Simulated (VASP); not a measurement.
A run of VASP 6.6.1 is set up as follows.

Contents of POSCAR:

```
HgTe
1.0
    4.7336590155      0.0000000000      0.0000000000
   -2.3668295077      4.0994689602      0.0000000000
    0.0000000000      0.0000000000      7.7740395871
Hg Te
2 2
Direct
    0.3333333333      0.6666666667      0.0004981612
    0.6666666667      0.3333333333      0.5004981612
    0.3333333333      0.6666666667      0.3745018388
    0.6666666667      0.3333333333      0.8745018388
```

Contents of INCAR.step1:

```
  PREC = Accurate
  ENCUT = 520
  ISMEAR = -1
  SIGMA = 0.02
  LREAL = F
  LASPH = T
  NELM = 80
  NBANDS = 26
  GGA = PE
  ALGO = Normal
  EDIFF = 1E-4
  LWAVE = T
  LCHARG = F
```

Contents of INCAR.step2:

```
  PREC = Accurate
  ENCUT = 520
  EDIFF = 1E-7
  ISMEAR = -1
  SIGMA = 0.02
  LREAL = F
  LASPH = T
  NELM = 80
  ALGO = Normal
  ISIF = 2
  LWAVE = F
  LCHARG = F
  METAGGA = R2SCAN
  LMIXTAU = T
  NBANDS = 26
  ISTART = 1
```

Contents of KPOINTS:

```
Automatic mesh
0
Gamma
  6 6 4
```

Potentials or basis: VASP PAW PBE potentials, release 64 (Hg, Te).

The run is started by

```console
$ cat potpaw_PBE.64/Hg/POTCAR potpaw_PBE.64/Te/POTCAR > POTCAR
$ cp INCAR.step1 INCAR
$ mpirun -np 1 vasp_std > vasp.out
$ cp INCAR.step2 INCAR
$ mpirun -np 1 vasp_std > vasp.out
```

(1) Predict the largest force.

(2) What does it give for the pressure?

## Answers

(1) 0.008 eV/Å.

(2) -2.0 GPa.

Caveat: the PAW data sets were made with another functional, which shifts forces and pressure a little.
